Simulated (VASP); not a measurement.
YbCu4I: single point with r2SCAN

YbCu4I:

```
CELL_PARAMETERS angstrom
0.00000 3.83022 3.83022
3.83022 0.00000 3.83022
3.83022 3.83022 0.00000
ATOMIC_POSITIONS crystal
Cu 0.62540 0.62540 0.62540
Cu 0.12380 0.62540 0.62540
Cu 0.62540 0.62540 0.12380
Cu 0.62540 0.12380 0.62540
I 0.00000 0.00000 0.00000
Yb 0.25000 0.25000 0.25000
```

```json
{
 "Program": "VASP 6.6.1",
 "Task": "single point",
 "Functional": "r2SCAN",
 "Potentials or basis": "VASP PAW PBE potentials, release 64 (Cu, I, Yb)",
 "Cutoff": "520 eV",
 "k mesh": "5 × 5 × 5",
 "Occupations": "fermi-dirac, width 0.1 eV",
 "Spin": "no spin polarisation"
}
```

| Property | Result |
| --- | --- |
| Pressure | -5.6 GPa |
| Largest force | 0.063 eV/Å |
| Band gap on the k mesh | zero (an odd number of electrons rules out a gap without spin polarisation) |

Forces in eV/Å, atoms in the order of the input:
```
Cu  -0.036 -0.036 -0.036
Cu  -0.036  0.036  0.036
Cu   0.036  0.036 -0.036
Cu   0.036 -0.036  0.036
I    0.000  0.000  0.000
Yb   0.000  0.000  0.000
```

Levels at points of the mesh, in eV from the Fermi level:
| k point | band 34 | band 35 | band 36 | band 37 | band 38 | band 39 | band 40 | band 41 |
| --- | --- | --- | --- | --- | --- | --- | --- | --- |
| (0.00, 0.00, 0.00) | -0.50 | -0.50 | -0.50 | -0.23 | 0.28 | 0.28 | 1.21 | 1.21 |

Wall time 11 min on 1 thread of Intel(R) Xeon(R) Platinum 8488C (Sapphire Rapids) (shared host), peak memory 0.3 GiB.

Caveat: the cell stands under tension; the PAW data sets were made with another functional, which shifts forces and pressure a little; spin-orbit coupling is left out, which moves the levels of the heavy elements. Spin polarisation is off, so any magnetic state and its effect on volume and gap are missing.
